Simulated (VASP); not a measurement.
# Mo in VASP: a series of runs

The runs below take Mo through single point, with PBE.

All numbers are computed with VASP 6.6.1; they aren't measurements. Logs are shortened: lines on timing, memory, paths and dates and some standing lists are left out, and cuts for length are marked.

## Step 1: The cell of the first run

The cell holds a slab with vacuum, 3 atoms: a = 2.737 Å, b = 2.737 Å, c = 18.470 Å, α = 90.00°, β = 90.00°, γ = 109.47°.

## Step 2: Single point, PBE

Contents of INCAR:

```
PREC = Accurate
ENCUT = 520
EDIFF = 1E-6
ISMEAR = 0
SIGMA = 0.1
LREAL = F
LASPH = T
NELM = 60
ALGO = Normal
ISIF = 2
LWAVE = F
LCHARG = F
LDIPOL = T
IDIPOL = 3
DIPOL = 0.5 0.5 0.496
GGA = PE
NBANDS = 28
```

Contents of KPOINTS:

```
regular mesh
0
Gamma
  11 11 1
```

Contents of POSCAR:

```
Mo
1.0
    2.7370454666      0.0000000000      0.0000000000
   -0.9123484889      2.5805112132      0.0000000000
    0.0000000000      0.0000000000     18.4695765307
Mo
3
Direct
    0.5000000000      0.5000000000      0.3790016511
    0.0000000000      0.0000000000      0.4956353765
    0.5000000000      0.5000000000      0.6122633093
```

Potentials or basis: VASP PAW PBE potentials, release 64 (Mo_sv).

On the command line:

```bash
> cat potpaw_PBE.64/Mo_sv/POTCAR > POTCAR
> mpirun -np 1 vasp_std > vasp.out
```

OUTCAR:

```text
PREC = Accurate
   ENCUT = 520
   EDIFF = 1E-6
   ISMEAR = 0
   LREAL = F
   LASPH = T
   NELM = 60
   ISIF = 2
   GGA = PE

 ion  position               nearest neighbor table
   1  0.500  0.500  0.379-   2 2.67   2 2.67   2 3.10   2 3.10
   2  0.000  0.000  0.496-   3 2.67   3 2.67   1 2.67   1 2.67   3 3.10   3 3.10   1 3.10   1 3.10

   3  0.500  0.500  0.612-   2 2.67   2 2.67   2 3.10   2 3.10

  LATTYP: Found a base centered orthorhombic cell.
 ALAT       =     3.1604678739
 B/A-ratio  =     1.4142135624
 C/A-ratio  =     5.8439374383

  Lattice vectors:

 A1 = (   2.7370454666,   0.0000000000,   0.0000000000)
 A2 = (  -0.9123484889,   2.5805112132,   0.0000000000)
 A3 = (   0.0000000000,   0.0000000000,  18.4695765307)

Analysis of symmetry for initial positions (statically):
=====================================================================
 Subroutine PRICEL returns:
 Original cell was already a primitive cell.

 Routine SETGRP: Setting up the symmetry group for a
 base centered orthorhombic supercell.

 Subroutine GETGRP returns: Found  8 space group operations
 (whereof  4 operations were pure point group operations)
 out of a pool of  8 trial point group operations.

The static configuration has the point symmetry C_2v.
 The point group associated with its full space group is D_2h.

Analysis of symmetry for dynamics (positions and initial velocities):
=====================================================================
 Subroutine PRICEL returns:
 Original cell was already a primitive cell.

 Routine SETGRP: Setting up the symmetry group for a
 base centered orthorhombic supercell.

 Subroutine GETGRP returns: Found  8 space group operations
 (whereof  4 operations were pure point group operations)
 out of a pool of  8 trial point group operations.

The dynamic configuration has the point symmetry C_2v.
 The point group associated with its full space group is D_2h.

 Subroutine INISYM returns: Found  8 space group operations
 (whereof  4 operations are pure point group operations),
 and found     1 'primitive' translations

----------------------------------------------------------------------------------------

                                     Primitive cell

  volume of cell :     130.4502

  direct lattice vectors                    reciprocal lattice vectors
[... 92 lines left out ...]
   NSW    =      0    number of steps for IOM
   IBRION =     -1    ionic relax: 0-MD 1-quasi-New 2-CG
   NFREE  =      0    steps in history (QN), initial steepest desc. (CG)
   ISIF   =      2    stress and relaxation
   ISYM   =      2    0-nonsym 1-usesym 2-fastsym
   POTIM  = 0.5000    time-step for ionic-motion
   TEBEG  =    0.0;   TEEND  =   0.0 temperature during run
   PSTRESS=    0.0 pullay stress
   NELECT =      42.0000    total number of electrons
   NUPDOWN=      -1.0000    fix difference up-down
   EMIN   =  10.00;   EMAX   =-10.00  energy-range for DOS
   EFERMI =   0.00;   METHOD = LEGACY
   ISMEAR =     0;   SIGMA  =   0.10  broadening in eV -4-tet -1-fermi 0-gaus
   EFERMI_NEDOS =   21; number of points for ismear=-14 and -15
   IALGO  =     38    algorithm
   IMIX   =      4    mixing-type and parameters
     AMIX     =   0.40;   BMIX     =  1.00
     AMIX_MAG =   1.60;   BMIX_MAG =  1.00
  volume/ion in A,a.u.               =      43.48       293.44
  Fermi-wavevector in a.u.,A,eV,Ry     =   1.122044  2.120355 17.129485  1.258982
  Thomas-Fermi vector in A             =   2.258701
   LORBIT       =      0    0 simple, 1 ext, 2 COOP (PROOUT), +10 PAW based schemes
   GGA     = PE    functional components
   LHFCALC =     F    Hartree Fock is set to
   AEXX    =    0.0000 exact exchange contribution
   IVDW    =     0    specifies the selected vdW correction
   LEPSILON=     F    determine dielectric tensor
   LRPA    =     F    only Hartree local field effects (RPA)
 non-spin polarized calculation
 Gauss-broadening in eV      SIGMA  =   0.10
  energy-cutoff  :      520.00
  volume of cell :      130.45
 maximum number of plane-waves:      3558
   NGX = 11   NGY = 11   NGZ = 69

 dipolmoment           0.000000      0.000000     -0.000006 electrons x Angstroem

 number of electron      41.9999993 magnetization

 dipolmoment           0.000000      0.000000      0.001221 electrons x Angstroem

 Free energy of the ion-electron system (eV)
  ---------------------------------------------------
  ext. energy  EPLUGINS =         0.00000000
  ---------------------------------------------------
  free energy    TOTEN  =       -30.27563017 eV

  energy without entropy =      -30.26189006  energy(sigma->0) =      -30.26876012

 E-fermi :   1.6270     XC(G=0):  -5.9265

 val. band max:        1.6154137476   @ k =  -0.4545   0.3636   0.0000
 cond. band min:       1.6437322152   @ k =   0.4545   0.0909   0.0000
 fundamental gap:      0.0283184676
 Fermi energy:         1.6270178695

 k-point     1 :       0.0000    0.0000    0.0000
  band No.  band energies     occupation
      1     -59.6331      2.00000
      2     -59.3135      2.00000
      3     -59.2669      2.00000
      4     -34.1542      2.00000
      5     -33.5028      2.00000
      6     -33.3416      2.00000
[... 733 lines left out ...]
     27       2.6877      0.00000
     28       4.0670      0.00000

 [... further k-points ...]

------------------------ aborting loop because EDIFF is reached ----------------------------------------

 vacuum level on the upper side and lower side of the slab       (xc-potential included)        -0.165        -0.195

  FORCE on cell =-STRESS in cart. coord.  units (eV):
  Direction    XX          YY          ZZ          XY          YZ          ZX
  --------------------------------------------------------------------------------------
  -------------------------------------------------------------------------------------
  Total       -2.6898553     -2.8232393      0.0974544     -0.1886335      0.0000000      0.0000000
  in kB      -33.0365587    -34.6747688      1.1969265     -2.3167790      0.0000000      0.0000000
  external PRESSURE =     -22.1714670 kB  Pullay stress =       0.0000000 kB

 VOLUME and BASIS-vectors are now :
 -----------------------------------------------------------------------------
  energy-cutoff  :      520.00
  volume of cell :      130.45
      direct lattice vectors                 reciprocal lattice vectors
     2.737045467  0.000000000  0.000000000     0.365357467  0.129173371  0.000000000
    -0.912348489  2.580511213  0.000000000     0.000000000  0.387520114  0.000000000
     0.000000000  0.000000000 18.469576531     0.000000000  0.000000000  0.054143093

 POSITION                                       TOTAL-FORCE (eV/Angst)
 -----------------------------------------------------------------------------------
      0.91235      1.29026      7.00000        -0.000000      0.000000     -0.026276
      0.00000      0.00000      9.15418         0.000000      0.000000      0.000000
      0.91235      1.29026     11.30824         0.000000      0.000000      0.026276
 -----------------------------------------------------------------------------------
    total drift:                                0.000000      0.000000      0.376724

  FREE ENERGIE OF THE ION-ELECTRON SYSTEM (eV)
  ---------------------------------------------------
  free  energy   TOTEN  =       -30.2756301692 eV

  energy  without entropy=      -30.2618900608  energy(sigma->0) =      -30.26876012

 vacuum level on the upper side and lower side of the slab         6.158         6.126
```

stdout:

```text
POSCAR found type information on POSCAR Mo
 POSCAR found :  1 types and       3 ions
 scaLAPACK will be used
 LDA part: xc-table for (Slater+PW92), standard interpolation
 POSCAR, INCAR and KPOINTS ok, starting setup
 FFT: planning ... GRIDC
 FFT: planning ... GRID_SOFT
 FFT: planning ... GRID
 WAVECAR not read
 entering main loop
```

Run time: 79 s. Hardware: 1 thread of Intel Xeon 6975P-C (Granite Rapids), shared host; peak memory 0.27 GiB.

What came out:

* Free energy: -30.2756 eV
* Largest force: 0.026 eV/Å
* Band gap on the k mesh: zero (band 21 reaches 2.86 eV, above the bottom of band 22 at 0.98 eV)

Forces on the atoms (eV/Å):
```
Mo   0.000  0.000 -0.026
Mo   0.000  0.000  0.000
Mo   0.000  0.000  0.026
```

Levels at points of the mesh, in eV from the Fermi level:
| k point | band 17 | band 18 | band 19 | band 20 | band 21 | band 22 | band 23 | band 24 | band 25 | band 26 |
| --- | --- | --- | --- | --- | --- | --- | --- | --- | --- | --- |
| (0.00, 0.00, 0.00) | -2.13 | -1.41 | -1.33 | -1.21 | -0.86 | -0.20 | 1.31 | 1.31 | 1.47 | 1.51 |

## Step 3: Single point, PBE

This run uses another cell than the first one, of 46.64 Å³/atom, 1.072 times its volume.

Contents of INCAR:

```
PREC     = Accurate       # precision mode
ENCUT    = 400            # plane-wave cutoff, eV
EDIFF    = 1E-6           # SCF threshold, eV
ISMEAR   = 0              # smearing method
SIGMA    = 0.1            # smearing width, eV
LREAL    = False          # projectors in reciprocal space
LASPH    = True           # aspherical terms in the spheres
NELM     = 120            # most SCF steps
ALGO     = Normal         # electronic algorithm
ISIF     = 2              # what is computed and relaxed
LWAVE    = False          # write WAVECAR
LCHARG   = False          # write CHGCAR
LDIPOL   = True         
IDIPOL   = 3            
DIPOL    = 0.5 0.5 0.311
GGA      = PE             # functional
NBANDS   = 28             # bands
GGA_COMPAT= False        
NELMDL   = -8
```

Contents of KPOINTS:

```
regular mesh
0
Gamma
  10 10 1
```

Contents of POSCAR:

```
Mo
1.0
    2.7370454664      0.0000000000      0.0000000000
   -0.9123484888      2.5805112129      0.0000000000
    0.0000000000      0.0000000000     19.8082440452
Mo
3
Direct
    0.5000000000      0.5000000000      0.2019361227
    0.0000000000      0.0000000000      0.3106875856
    0.5000000000      0.5000000000      0.4194336472
```

Potentials or basis: VASP PAW PBE potentials, release 64 (Mo_sv).

On the command line:

```bash
> cat potpaw_PBE.64/Mo_sv/POTCAR > POTCAR
> mpirun -np 1 vasp_std > vasp.out
```

Wall time 2 min (1 thread of Intel Xeon Platinum 8375C at 2.90GHz (Ice Lake), shared host); peak memory 0.23 GiB.

Results (log left out):

| Property | Result |
| --- | --- |
| Free energy | -30.2649 eV |
| Largest force | 0.030 eV/Å |
| Band gap on the k mesh | zero (band 21 reaches 2.45 eV, above the bottom of band 22 at 0.58 eV) |

Forces in eV/Å, atoms in the order of the input:
```
Mo   0.000  0.000 -0.030
Mo   0.000  0.000  0.000
Mo   0.000  0.000  0.030
```

Levels at points of the mesh, in eV from the Fermi level:
```
           k point  band 18  band 19  band 20  band 21  band 22  band 23  band 24  band 25
(0.00, 0.00, 0.00)    -1.40    -1.30    -1.18    -0.83    -0.16     1.34     1.34     1.49
(0.50, 0.00, 0.00)    -2.46    -0.99     0.28     1.30     1.63     1.72     1.97     2.17
(0.50, 0.50, 0.00)    -2.73    -0.22     0.29     0.81     1.35     2.73     2.86     2.99
```
